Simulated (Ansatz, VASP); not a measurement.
## Two plane-wave programs on Cs2B

```
Cs B
1.0
     3.78717    0.00000    0.00000
    -1.89359    3.27979    0.00000
     0.00000    0.00000   14.73056
Cs B
4 2
Direct
  0.33333 0.66667 0.62750
  0.66667 0.33333 0.12750
  0.33333 0.66667 0.87250
  0.66667 0.33333 0.37250
  0.33333 0.66667 0.25000
  0.66667 0.33333 0.75000
```

Alike in both runs: task relaxation of cell and atoms; functional PBE; k mesh 6 × 6 × 2; occupations gaussian, width 0.1 eV; no spin polarisation.

|  | VASP | Ansatz |
| --- | --- | --- |
| version | VASP 6.6.1 | Ansatz 0.2.0 |
| potentials or method | VASP PAW PBE potentials, release 64 (Cs_sv, B), cutoff 600 eV | scalar-relativistic, plane waves, PAW |
| valence electrons in the cell | 42 | 42 |

VASP gave:

```
gap on the k mesh at the Fermi level, each at its own relaxed structure (eV) : none
relaxed volume (Å³/atom)                                                     : 57.34
relaxed length of the cell vector where the two differ most in proportion (Å)              : 4.700
```

Q: Which values does Ansatz return?

A: gap on the k mesh at the Fermi level, each at its own relaxed structure (eV): none; relaxed volume (Å³/atom): 56.82; relaxed length of the cell vector where the two differ most in proportion (Å): 4.663.

A gap of «none» marks a metal or a gap that the smearing closes.

Spin-orbit coupling is off throughout. Noted on VASP's run: the volume moved by over 15 % at a fixed basis, so the end points are rough.
